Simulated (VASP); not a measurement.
# ZnS (P6_3mc) in VASP: further runs, part 2 of 3

VASP 6.6.1.

## Step 3: Single point, r2SCAN (atoms displaced along a vibrational mode)

Input file POSCAR:

```
ZnS
1.0
    3.8069588183      0.0000000000      0.0000000000
   -1.9034794091      3.2969230478      0.0000000000
    0.0000000000      0.0000000000      6.2466339621
Zn S
2 2
Direct
    0.3333333333      0.6666666667     -0.0279296308
    0.6666666667      0.3333333333      0.4720703692
    0.3333333333      0.6666666667      0.4029296308
    0.6666666667      0.3333333333      0.9029296308
```

Input file INCAR.step1:

```
SYSTEM = ZnS
PREC = Accurate ; ENCUT = 520
ISMEAR = 0 ; SIGMA = 0.01
LREAL = .False. ; LASPH = .True.
NELM = 60 ; NBANDS = 26
GGA = PE ; ALGO = Normal
EDIFF = 1E-4 ; LWAVE = .True.
LCHARG = .False.
```

Input file INCAR.step2:

```
SYSTEM = ZnS
PREC = Accurate ; ENCUT = 520
EDIFF = 1E-6 ; ISMEAR = 0
SIGMA = 0.01 ; LREAL = .False.
LASPH = .True. ; NELM = 60
ALGO = Normal ; ISIF = 2
LWAVE = .False. ; LCHARG = .False.
METAGGA = R2SCAN ; LMIXTAU = .True.
NBANDS = 26 ; ISTART = 1
```

Input file KPOINTS:

```
regular mesh
0
Gamma
  9 9 4
  0 0 0
```

Potentials or basis: VASP PAW PBE potentials, release 64 (Zn, S).

Launch:

```bash
$ cat potpaw_PBE.64/Zn/POTCAR potpaw_PBE.64/S/POTCAR > POTCAR
$ cp INCAR.step1 INCAR
$ mpirun -np 1 vasp_std > vasp.out
$ cp INCAR.step2 INCAR
$ mpirun -np 1 vasp_std > vasp.out
```

It took 1.8 min on 1 thread of Intel Xeon 6975P-C (Granite Rapids), shared host; peak memory 0.23 GiB.

The run converged. Its results:

- Free energy: -37.3135 eV
- Pressure: 2.9 GPa
- Largest force: 0.797 eV/Å
- Band gap on the k mesh: 2.98 eV

Forces in eV/Å, atoms in the order of the input:
```
Zn   0.000  0.000  0.797
Zn   0.000  0.000  0.797
S    0.000  0.000 -0.797
S    0.000  0.000 -0.797
```

Stress tensor (GPa, compression positive):
```
 5.26  0.00  0.00
 0.00  5.26  0.00
 0.00  0.00 -1.76
```

Levels at points of the mesh, in eV from the valence-band top:
| k point | band 15 | band 16 | band 17 | band 18 | band 19 | band 20 | band 21 | band 22 |
| --- | --- | --- | --- | --- | --- | --- | --- | --- |
| (0.00, 0.00, 0.00) | -0.74 | -0.09 | -0.09 | 0.00 | 2.98 | 3.17 | 6.72 | 6.72 |
| (0.00, 0.00, 0.50) | -0.43 | -0.43 | -0.43 | -0.43 | 3.85 | 3.85 | 7.07 | 7.07 |

Caveat: the cell differs from its parent crystal (atoms displaced along a vibrational mode); the PAW data sets were made with another functional, which shifts forces and pressure a little; an odd mesh through Γ misses points on the zone boundary, where band edges can lie.

## Step 4: Single point, r2SCAN (atoms displaced along a vibrational mode)

Input file POSCAR:

```
ZnS
1.0
    3.8069588183      0.0000000000      0.0000000000
   -1.9034794091      3.2969230478      0.0000000000
    0.0000000000      0.0000000000      6.2466339621
Zn S
2 2
Direct
    0.3333333333      0.6666666667     -0.0373579133
    0.6666666667      0.3333333333      0.4626420867
    0.3333333333      0.6666666667      0.4123579133
    0.6666666667      0.3333333333      0.9123579133
```

Input file INCAR.step1:

```
SYSTEM = ZnS
ALGO     = Normal         ! electronic algorithm
EDIFF    = 1E-4           ! SCF threshold, eV
ENCUT    = 520            ! plane-wave cutoff, eV
GGA      = PE             ! functional
ISMEAR   = 0              ! smearing method
LASPH    = .True.         ! aspherical terms in the spheres
LCHARG   = .False.        ! write CHGCAR
LREAL    = .False.        ! projectors in reciprocal space
LWAVE    = .True.         ! write WAVECAR
NBANDS   = 26             ! bands
NELM     = 80             ! most SCF steps
PREC     = Accurate       ! precision mode
SIGMA    = 0.01           ! smearing width, eV
```

Input file INCAR.step2:

```
SYSTEM = ZnS
ALGO     = Normal         ! electronic algorithm
EDIFF    = 1E-7           ! SCF threshold, eV
ENCUT    = 520            ! plane-wave cutoff, eV
ISIF     = 2              ! what is computed and relaxed
ISMEAR   = 0              ! smearing method
ISTART   = 1            
LASPH    = .True.         ! aspherical terms in the spheres
LCHARG   = .True.         ! write CHGCAR
LELF     = .True.         ! ELF
LMIXTAU  = .True.       
LREAL    = .False.        ! projectors in reciprocal space
LVHAR    = .True.       
LWAVE    = .False.        ! write WAVECAR
METAGGA  = R2SCAN         ! meta-GGA
NBANDS   = 26             ! bands
NELM     = 80             ! most SCF steps
PREC     = Accurate       ! precision mode
SIGMA    = 0.01           ! smearing width, eV
```

Input file KPOINTS:

```
k-points
0
Gamma
  9 9 4
  0 0 0
```

Potentials or basis: VASP PAW PBE potentials, release 64 (Zn, S).

Launch:

```bash
$ cat potpaw_PBE.64/Zn/POTCAR potpaw_PBE.64/S/POTCAR > POTCAR
$ cp INCAR.step1 INCAR
$ mpirun -np 1 vasp_std > vasp.out
$ cp INCAR.step2 INCAR
$ mpirun -np 1 vasp_std > vasp.out
```

OUTCAR:

```text
SYSTEM = ZnS
   EDIFF = 1E-7
   ENCUT = 520
   ISIF = 2
   ISMEAR = 0
   ISTART = 1
   LASPH = .True.
   LREAL = .False.
   METAGGA = R2SCAN
   NELM = 80
   PREC = Accurate

 ion  position               nearest neighbor table
   1  0.333  0.667  0.963-   4 2.22   4 2.22   4 2.22   3 2.81
   2  0.667  0.333  0.463-   3 2.22   3 2.22   3 2.22   4 2.81
   3  0.333  0.667  0.412-   2 2.22   2 2.22   2 2.22   1 2.81
   4  0.667  0.333  0.912-   1 2.22   1 2.22   1 2.22   2 2.81

  LATTYP: Found a hexagonal cell.
 ALAT       =     3.8069588183
 C/A-ratio  =     1.6408462135

  Lattice vectors:

 A1 = (   3.8069588183,   0.0000000000,   0.0000000000)
 A2 = (  -1.9034794091,   3.2969230478,   0.0000000000)
 A3 = (   0.0000000000,   0.0000000000,   6.2466339621)

Analysis of symmetry for initial positions (statically):
=====================================================================
 Subroutine PRICEL returns:
 Original cell was already a primitive cell.

 Routine SETGRP: Setting up the symmetry group for a
 hexagonal supercell.

 Subroutine GETGRP returns: Found 12 space group operations
 (whereof  6 operations were pure point group operations)
 out of a pool of 24 trial point group operations.

The static configuration has the point symmetry C_3v.
 The point group associated with its full space group is C_6v.

Analysis of symmetry for dynamics (positions and initial velocities):
=====================================================================
 Subroutine PRICEL returns:
 Original cell was already a primitive cell.

 Routine SETGRP: Setting up the symmetry group for a
 hexagonal supercell.

 Subroutine GETGRP returns: Found 12 space group operations
 (whereof  6 operations were pure point group operations)
 out of a pool of 24 trial point group operations.

The dynamic configuration has the point symmetry C_3v.
 The point group associated with its full space group is C_6v.

 Subroutine INISYM returns: Found 12 space group operations
 (whereof  6 operations are pure point group operations),
 and found     1 'primitive' translations

----------------------------------------------------------------------------------------

                                     Primitive cell

  volume of cell :      78.4031

  direct lattice vectors                    reciprocal lattice vectors
     3.806958818  0.000000000  0.000000000     0.262676863  0.151656558  0.000000000
    -1.903479409  3.296923048  0.000000000     0.000000000  0.303313115  0.000000000
     0.000000000  0.000000000  6.246633962     0.000000000  0.000000000  0.160086217

  length of vectors
     3.806958818  3.806958818  6.246633962     0.303313115  0.303313115  0.160086217

  position of ions in fractional coordinates (direct lattice)
     0.333333333  0.666666667  0.962642087
     0.666666667  0.333333333  0.462642087
     0.333333333  0.666666667  0.412357913
     0.666666667  0.333333333  0.912357913

  ion indices of the primitive-cell ions
   primitive index   ion index
                 1           1
                 2           2
                 3           3
                 4           4

----------------------------------------------------------------------------------------

 KPOINTS: k-points

Automatic generation of k-mesh.
 Grid dimensions read from file:
 generate k-points for:    9    9    4

 Generating k-lattice:

  Cartesian coordinates                     Fractional coordinates (reciprocal lattice)
     0.029186318  0.016850729  0.000000000     0.111111111  0.000000000  0.000000000
     0.000000000  0.033701457  0.000000000     0.000000000  0.111111111  0.000000000
     0.000000000  0.000000000  0.040021554     0.000000000  0.000000000  0.250000000

  Length of vectors
     0.033701457  0.033701457  0.040021554

  Shift w.r.t. Gamma in fractional coordinates (k-lattice)
     0.000000000  0.000000000  0.000000000

 Subroutine IBZKPT returns following result:
 ===========================================

 Found     36 irreducible k-points:

 Following reciprocal coordinates:
            Coordinates               Weight
  0.000000  0.000000  0.000000      1.000000
  0.111111  0.000000  0.000000      6.000000
  0.222222  0.000000  0.000000      6.000000
  0.333333  0.000000  0.000000      6.000000
  0.444444  0.000000  0.000000      6.000000
  0.111111  0.111111  0.000000      6.000000
[... 16 lines left out ...]
  0.333333  0.222222  0.250000     24.000000
  0.333333  0.333333  0.250000      4.000000
 [... further k-points ...]
   k-points           NKPTS =     36   k-points in BZ     NKDIM =     36   number of bands    NBANDS=     26
   number of dos      NEDOS =    301   number of ions     NIONS =      4
   total plane-waves  NPLWV =  37632
   dimension x,y,z NGX =    28 NGY =   28 NGZ =   48
   dimension x,y,z NGXF=    56 NGYF=   56 NGZF=   96
   ions per type =               2   2
   NGX,Y,Z   is equivalent  to a cutoff of  12.23, 12.23, 12.77 a.u.
   NGXF,Y,Z  is equivalent  to a cutoff of  24.45, 24.45, 25.55 a.u.
 SYSTEM =  ZnS
   PREC   = accura    normal or accurate (medium, high low for compatibility)
   ISTART =      1    job   : 0-new  1-cont  2-samecut
   ICHARG =      0    charge: 1-file 2-atom 10-const
   ISPIN  =      1    spin polarized calculation?
   LNONCOLLINEAR =      F non collinear calculations
   LSORBIT =      F    spin-orbit coupling
   LASPH  =      T    aspherical Exc in radial PAW
   ENCUT  =  520.0 eV  38.22 Ry    6.18 a.u.   7.08  7.08 11.61*2*pi/ulx,y,z
   NELM   =     80;   NELMIN=  2; NELMDL=  0     # of ELM steps
   EDIFF  = 0.1E-06   stopping-criterion for ELM
   LREAL  =      F    real-space projection
   EDIFFG = 0.1E-05   stopping-criterion for IOM
   NSW    =      0    number of steps for IOM
   IBRION =     -1    ionic relax: 0-MD 1-quasi-New 2-CG
   NFREE  =      0    steps in history (QN), initial steepest desc. (CG)
   ISIF   =      2    stress and relaxation
   ISYM   =      2    0-nonsym 1-usesym 2-fastsym
   POTIM  = 0.5000    time-step for ionic-motion
   TEBEG  =    0.0;   TEEND  =   0.0 temperature during run
   PSTRESS=    0.0 pullay stress
   NELECT =      36.0000    total number of electrons
   NUPDOWN=      -1.0000    fix difference up-down
   EMIN   =  10.00;   EMAX   =-10.00  energy-range for DOS
   EFERMI =   0.00;   METHOD = LEGACY
   ISMEAR =     0;   SIGMA  =   0.01  broadening in eV -4-tet -1-fermi 0-gaus
   EFERMI_NEDOS =   21; number of points for ismear=-14 and -15
   IALGO  =     38    algorithm
   IMIX   =      4    mixing-type and parameters
     AMIX     =   0.40;   BMIX     =  1.00
     AMIX_MAG =   1.60;   BMIX_MAG =  1.00
  volume/ion in A,a.u.               =      19.60       132.27
  Fermi-wavevector in a.u.,A,eV,Ry     =   1.262984  2.386694 21.703055  1.595130
  Thomas-Fermi vector in A             =   2.396365
   LORBIT       =      0    0 simple, 1 ext, 2 COOP (PROOUT), +10 PAW based schemes
   METAGGA = R2SCAN    functional components
   LHFCALC =     F    Hartree Fock is set to
   AEXX    =    0.0000 exact exchange contribution
   IVDW    =     0    specifies the selected vdW correction
   LEPSILON=     F    determine dielectric tensor
   LRPA    =     F    only Hartree local field effects (RPA)
 non-spin polarized calculation
 Gauss-broadening in eV      SIGMA  =   0.01
  energy-cutoff  :      520.00
  volume of cell :       78.40
 maximum number of plane-waves:      2130
   NGX = 15   NGY = 15   NGZ = 23

 number of electron      35.9999992 magnetization

 Free energy of the ion-electron system (eV)
  ---------------------------------------------------
  ext. energy  EPLUGINS =         0.00000000
  ---------------------------------------------------
  free energy    TOTEN  =       -37.13211311 eV

  energy without entropy =      -37.13211311  energy(sigma->0) =      -37.13211311

 E-fermi :   1.8378     XC(G=0): -10.2830

 val. band max:        1.7877369808   @ k =   0.0000   0.0000   0.0000
 cond. band min:       4.8911388511   @ k =   0.0000   0.0000   0.0000
 fundamental gap:      3.1034018703
 Fermi energy:         1.8377574914

 k-point     1 :       0.0000    0.0000    0.0000
  band No.  band energies     occupation
      1     -11.9605      2.00000
      2     -11.1520      2.00000
      3      -5.0094      2.00000
      4      -5.0093      2.00000
      5      -5.0005      2.00000
      6      -5.0004      2.00000
[... 685 lines left out ...]
     25      12.3896      0.00000
     26      12.8012      0.00000

 [... further k-points ...]

------------------------ aborting loop because EDIFF is reached ----------------------------------------

  FORCE on cell =-STRESS in cart. coord.  units (eV):
  Direction    XX          YY          ZZ          XY          YZ          ZX
  --------------------------------------------------------------------------------------
  -------------------------------------------------------------------------------------
  Total        3.2722616      3.2722616     -0.4824779      0.0000000      0.0000000      0.0000000
  in kB       66.8691118     66.8691118     -9.8595014      0.0000000      0.0000000      0.0000000
  external PRESSURE =      41.2929074 kB  Pullay stress =       0.0000000 kB

 VOLUME and BASIS-vectors are now :
 -----------------------------------------------------------------------------
  energy-cutoff  :      520.00
  volume of cell :       78.40
      direct lattice vectors                 reciprocal lattice vectors
     3.806958818  0.000000000  0.000000000     0.262676863  0.151656558  0.000000000
    -1.903479409  3.296923048  0.000000000     0.000000000  0.303313115  0.000000000
     0.000000000  0.000000000  6.246633962     0.000000000  0.000000000  0.160086217

 POSITION                                       TOTAL-FORCE (eV/Angst)
 -----------------------------------------------------------------------------------
     -0.00000      2.19795      6.01327         0.000000     -0.000000      0.694764
      1.90348      1.09897      2.88996        -0.000000      0.000000      0.694764
     -0.00000      2.19795      2.57585         0.000000      0.000000     -0.694764
      1.90348      1.09897      5.69917         0.000000      0.000000     -0.694764
 -----------------------------------------------------------------------------------
    total drift:                               -0.000000      0.000000     -0.047427

  FREE ENERGIE OF THE ION-ELECTRON SYSTEM (eV)
  ---------------------------------------------------
  free  energy   TOTEN  =       -37.1321131053 eV

  energy  without entropy=      -37.1321131053  energy(sigma->0) =      -37.13211311
```

Wall time 2 min (1 thread of Intel Xeon 6975P-C (Granite Rapids), shared host); peak memory 0.23 GiB.

Results:

* Free energy: -37.1321 eV
* Pressure: 4.1 GPa
* Largest force: 0.695 eV/Å
* Band gap on the k mesh: 3.10 eV

Forces in eV/Å, atoms in the order of the input:
```
Zn   0.000  0.000  0.695
Zn   0.000  0.000  0.695
S    0.000  0.000 -0.695
S    0.000  0.000 -0.695
```

Stress tensor (GPa, compression positive):
```
 6.69  0.00  0.00
 0.00  6.69  0.00
 0.00  0.00 -0.99
```

Levels at points of the mesh, in eV from the valence-band top:
| k point | band 14 | band 15 | band 16 | band 17 | band 18 | band 19 | band 20 | band 21 | band 22 | band 23 |
| --- | --- | --- | --- | --- | --- | --- | --- | --- | --- | --- |
| (0.00, 0.00, 0.00) | -0.65 | -0.65 | -0.06 | -0.06 | 0.00 | 3.10 | 3.13 | 6.75 | 6.75 | 7.81 |
| (0.00, 0.00, 0.50) | -2.36 | -0.36 | -0.36 | -0.36 | -0.36 | 3.85 | 3.85 | 7.09 | 7.09 | 7.09 |

Caveat: the cell differs from its parent crystal (atoms displaced along a vibrational mode); the cell stands under pressure; the PAW data sets were made with another functional, which shifts forces and pressure a little; an odd mesh through Γ misses points on the zone boundary, where band edges can lie.

[end of part 2 of 3]
